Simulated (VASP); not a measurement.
# LiF (P6_3mc) in VASP: notebook

The runs below take LiF through single point, with LDA.

Program: VASP 6.6.1. These are calculated values, not measurements. Logs are shortened: lines on timing, memory, paths and dates and some standing lists are left out, and cuts for length are marked.

## Step 1: The cell of the first run

It takes space group P6_3mc (No. 186, hexagonal). Conventional cell: a = 3.079 Å, b = 3.079 Å, c = 4.512 Å, α = 90.00°, β = 90.00°, γ = 120.00°. Within 2.4 Å of Li (site symmetry 3m) lie 4 F at 1.77 to 1.84 Å. F (site symmetry 3m) has 4 Li at 1.77 to 1.84 Å within 2.4 Å.

## Step 2: Single point, LDA (9.26 Å³/atom)

INCAR

```
SYSTEM = LiF
PREC = Accurate ; ENCUT = 520
EDIFF = 1E-6 ; ISMEAR = 0
SIGMA = 0.05 ; LREAL = .FALSE.
LASPH = .TRUE. ; NELM = 60
ALGO = Normal ; ISIF = 2
LWAVE = .FALSE. ; LCHARG = .TRUE.
GGA = CA ; LELF = .TRUE.
LVHAR = .TRUE. ; NBANDS = 18
```

KPOINTS

```
Automatic mesh
0
G
  9 9 6
  0 0 0
```

POSCAR

```
LiF
1.0
    3.0791890900      0.0000000000      0.0000000000
   -1.5395945450      2.6666559750      0.0000000000
    0.0000000000      0.0000000000      4.5116278546
Li F
2 2
Direct
    0.3333333333      0.6666666667      0.3839784076
    0.6666666667      0.3333333333      0.8839784076
    0.3333333333      0.6666666667      0.9910195924
    0.6666666667      0.3333333333      0.4910195924
```

Potentials or basis: VASP PAW LDA potentials, release 64 (Li_sv, F).

Started as:

```bash
cat potpaw_LDA.64/Li_sv/POTCAR potpaw_LDA.64/F/POTCAR > POTCAR
mpirun -np 1 vasp_std > vasp.out
```

OUTCAR:

```text
SYSTEM = LiF
   PREC = Accurate
   ENCUT = 520
   EDIFF = 1E-6
   ISMEAR = 0
   LREAL = .FALSE.
   LASPH = .TRUE.
   NELM = 60
   ISIF = 2
   GGA = CA

 ion  position               nearest neighbor table
   1  0.333  0.667  0.384-   3 1.77   4 1.84   4 1.84   4 1.84
   2  0.667  0.333  0.884-   4 1.77   3 1.84   3 1.84   3 1.84
   3  0.333  0.667  0.991-   1 1.77   2 1.84   2 1.84   2 1.84
   4  0.667  0.333  0.491-   2 1.77   1 1.84   1 1.84   1 1.84

  LATTYP: Found a hexagonal cell.
 ALAT       =     3.0791890900
 C/A-ratio  =     1.4652000000

  Lattice vectors:

 A1 = (   3.0791890900,   0.0000000000,   0.0000000000)
 A2 = (  -1.5395945450,   2.6666559750,   0.0000000000)
 A3 = (   0.0000000000,   0.0000000000,   4.5116278546)

Analysis of symmetry for initial positions (statically):
=====================================================================
 Subroutine PRICEL returns:
 Original cell was already a primitive cell.

 Routine SETGRP: Setting up the symmetry group for a
 hexagonal supercell.

 Subroutine GETGRP returns: Found 12 space group operations
 (whereof  6 operations were pure point group operations)
 out of a pool of 24 trial point group operations.

The static configuration has the point symmetry C_3v.
 The point group associated with its full space group is C_6v.

Analysis of symmetry for dynamics (positions and initial velocities):
=====================================================================
 Subroutine PRICEL returns:
 Original cell was already a primitive cell.

 Routine SETGRP: Setting up the symmetry group for a
 hexagonal supercell.

 Subroutine GETGRP returns: Found 12 space group operations
 (whereof  6 operations were pure point group operations)
 out of a pool of 24 trial point group operations.

The dynamic configuration has the point symmetry C_3v.
 The point group associated with its full space group is C_6v.

 Subroutine INISYM returns: Found 12 space group operations
 (whereof  6 operations are pure point group operations),
 and found     1 'primitive' translations

----------------------------------------------------------------------------------------

                                     Primitive cell

  volume of cell :      37.0456

[... 91 lines left out ...]
   NELM   =     60;   NELMIN=  2; NELMDL= -5     # of ELM steps
   EDIFF  = 0.1E-05   stopping-criterion for ELM
   LREAL  =      F    real-space projection
   EDIFFG = 0.1E-04   stopping-criterion for IOM
   NSW    =      0    number of steps for IOM
   IBRION =     -1    ionic relax: 0-MD 1-quasi-New 2-CG
   NFREE  =      0    steps in history (QN), initial steepest desc. (CG)
   ISIF   =      2    stress and relaxation
   ISYM   =      2    0-nonsym 1-usesym 2-fastsym
   POTIM  = 0.5000    time-step for ionic-motion
   TEBEG  =    0.0;   TEEND  =   0.0 temperature during run
   PSTRESS=    0.0 pullay stress
   NELECT =      20.0000    total number of electrons
   NUPDOWN=      -1.0000    fix difference up-down
   EMIN   =  10.00;   EMAX   =-10.00  energy-range for DOS
   EFERMI =   0.00;   METHOD = LEGACY
   ISMEAR =     0;   SIGMA  =   0.05  broadening in eV -4-tet -1-fermi 0-gaus
   EFERMI_NEDOS =   21; number of points for ismear=-14 and -15
   IALGO  =     38    algorithm
   IMIX   =      4    mixing-type and parameters
     AMIX     =   0.40;   BMIX     =  1.00
     AMIX_MAG =   1.60;   BMIX_MAG =  1.00
  volume/ion in A,a.u.               =       9.26        62.50
  Fermi-wavevector in a.u.,A,eV,Ry     =   1.333028  2.519058 24.177060  1.776964
  Thomas-Fermi vector in A             =   2.461918
   LORBIT       =      0    0 simple, 1 ext, 2 COOP (PROOUT), +10 PAW based schemes
   GGA     = CA    functional components
   LHFCALC =     F    Hartree Fock is set to
   AEXX    =    0.0000 exact exchange contribution
   IVDW    =     0    specifies the selected vdW correction
   LEPSILON=     F    determine dielectric tensor
   LRPA    =     F    only Hartree local field effects (RPA)
 non-spin polarized calculation
 Gauss-broadening in eV      SIGMA  =   0.05
  energy-cutoff  :      520.00
  volume of cell :       37.05
 maximum number of plane-waves:      1010
 NGX is ok and might be reduce to    24
   NGX = 11   NGY = 11   NGZ = 17

 number of electron      19.9999965 magnetization

 Free energy of the ion-electron system (eV)
  ---------------------------------------------------
  ext. energy  EPLUGINS =         0.00000000
  ---------------------------------------------------
  free energy    TOTEN  =       -20.79104942 eV

  energy without entropy =      -20.79104942  energy(sigma->0) =      -20.79104942

 E-fermi :  -2.0790     XC(G=0):  -9.8661

 val. band max:       -2.3330815469   @ k =   0.0000   0.0000   0.0000
 cond. band min:       5.4303989624   @ k =   0.0000   0.0000   0.0000
 fundamental gap:      7.7634805092
 Fermi energy:        -2.0789561067

 k-point     1 :       0.0000    0.0000    0.0000
  band No.  band energies     occupation
      1     -41.5835      2.00000
      2     -41.5048      2.00000
      3     -21.5663      2.00000
      4     -21.2230      2.00000
      5      -4.9086      2.00000
      6      -3.0877      2.00000
[... 481 lines left out ...]
      5      -4.7520      2.00000
      6      -3.8312      2.00000
[... 10 lines left out ...]
     17      16.4968      0.00000
     18      19.0899      0.00000

 [... further k-points ...]

------------------------ aborting loop because EDIFF is reached ----------------------------------------

  FORCE on cell =-STRESS in cart. coord.  units (eV):
  Direction    XX          YY          ZZ          XY          YZ          ZX
  --------------------------------------------------------------------------------------
  -------------------------------------------------------------------------------------
  Total       -0.4404210     -0.4404210      0.7707802      0.0000000      0.0000000      0.0000000
  in kB      -19.0476760    -19.0476760     33.3353129      0.0000000      0.0000000      0.0000000
  external PRESSURE =      -1.5866797 kB  Pullay stress =       0.0000000 kB

 VOLUME and BASIS-vectors are now :
 -----------------------------------------------------------------------------
  energy-cutoff  :      520.00
  volume of cell :       37.05
      direct lattice vectors                 reciprocal lattice vectors
     3.079189090  0.000000000  0.000000000     0.324760829  0.187500752  0.000000000
    -1.539594545  2.666655975  0.000000000     0.000000000  0.375001504  0.000000000
     0.000000000  0.000000000  4.511627855     0.000000000  0.000000000  0.221649487

 POSITION                                       TOTAL-FORCE (eV/Angst)
 -----------------------------------------------------------------------------------
     -0.00000      1.77777      1.73237         0.000000     -0.000000      0.264728
      1.53959      0.88889      3.98818         0.000000      0.000000      0.264728
     -0.00000      1.77777      4.47111        -0.000000     -0.000000     -0.264728
      1.53959      0.88889      2.21530        -0.000000      0.000000     -0.264728
 -----------------------------------------------------------------------------------
    total drift:                                0.000000     -0.000000     -0.000504

  FREE ENERGIE OF THE ION-ELECTRON SYSTEM (eV)
  ---------------------------------------------------
  free  energy   TOTEN  =       -20.7910494174 eV

  energy  without entropy=      -20.7910494174  energy(sigma->0) =      -20.79104942
```

stdout:

```text
POSCAR found type information on POSCAR LiF
 POSCAR found :  2 types and       4 ions
 scaLAPACK will be used
 LDA part: xc-table for (Slater(with rela. corr.)+CA(PZ))
 , standard interpolation
 POSCAR, INCAR and KPOINTS ok, starting setup
 FFT: planning ... GRIDC
 FFT: planning ... GRID_SOFT
 FFT: planning ... GRID
 WAVECAR not read
 entering main loop
```

It took 22 s on 1 thread of Intel Xeon 8259CL, shared host; peak memory 0.14 GiB.

What came out:

| Property | Result |
| --- | --- |
| Free energy | -20.7910 eV |
| Largest force | 0.265 eV/Å |
| Band gap on the k mesh | 7.76 eV |

Forces on the atoms (eV/Å):
```
Li   0.000  0.000  0.265
Li   0.000  0.000  0.265
F    0.000  0.000 -0.265
F    0.000  0.000 -0.265
```

Levels at points of the mesh, in eV from the valence-band top:
| k point | band 8 | band 9 | band 10 | band 11 | band 12 | band 13 |
| --- | --- | --- | --- | --- | --- | --- |
| (0.00, 0.00, 0.00) | -0.28 | -0.28 | 0.00 | 7.76 | 12.48 | 15.89 |
| (0.00, 0.00, 0.50) | -0.52 | -0.52 | -0.52 | 9.59 | 9.59 | 18.24 |

Caveat: the cutoff is under 1.25 times the usual one of these potentials, so pressure, stress and relaxed cells hold a basis-set (Pulay) error.

## Step 3: Single point, LDA (9.26 Å³/atom)

INCAR

```
PREC     = Accurate       # precision mode
ENCUT    = 520            # plane-wave cutoff, eV
EDIFF    = 1E-6           # SCF threshold, eV
ISMEAR   = 0              # smearing method
SIGMA    = 0.05           # smearing width, eV
LREAL    = False          # projectors in reciprocal space
LASPH    = True           # aspherical terms in the spheres
NELM     = 100            # most SCF steps
ALGO     = Normal         # electronic algorithm
ISIF     = 2              # what is computed and relaxed
LWAVE    = False          # write WAVECAR
LCHARG   = False          # write CHGCAR
GGA      = CA             # functional
NBANDS   = 18             # bands
```

KPOINTS

```
Automatic mesh
0
Gamma
  9 9 6
```

POSCAR

```
LiF
1.0
    2.9817418045      0.0000000000      0.0000000000
   -1.4908709023      2.5822641503      0.0000000000
    0.0000000000      0.0000000000      4.8113385758
Li F
2 2
Direct
    0.3333333333      0.6666666667      0.3839784076
    0.6666666667      0.3333333333      0.8839784076
    0.3333333333      0.6666666667      0.9910195924
    0.6666666667      0.3333333333      0.4910195924
```

Potentials or basis: VASP PAW LDA potentials, release 64 (Li_sv, F).

Started as:

```bash
cat potpaw_LDA.64/Li_sv/POTCAR potpaw_LDA.64/F/POTCAR > POTCAR
mpirun -np 1 vasp_std > vasp.out
```

Run time: 20 s. Hardware: 1 thread of Intel Xeon 8259CL, shared host; peak memory 0.14 GiB.

Results (log left out):

| Item | Value |
| --- | --- |
| Free energy | -20.7914 eV |
| Largest force | 0.196 eV/Å |
| Band gap on the k mesh | 7.87 eV |

Forces on the atoms (eV/Å):
```
Li   0.000  0.000 -0.196
Li   0.000  0.000 -0.196
F    0.000  0.000  0.196
F    0.000  0.000  0.196
```

Levels at points of the mesh, in eV from the valence-band top:
```csv
k point,band 8,band 9,band 10,band 11,band 12,band 13
"(0.00, 0.00, 0.00)",-0.17,-0.17,0.00,7.87,12.01,15.53
"(0.00, 0.00, 0.50)",-0.33,-0.33,-0.33,9.58,9.58,17.57
```

Caveat: the cutoff is under 1.25 times the usual one of these potentials, so pressure, stress and relaxed cells hold a basis-set (Pulay) error. A k mesh can miss the band edges.

(Part 1 of 2 ends here.)
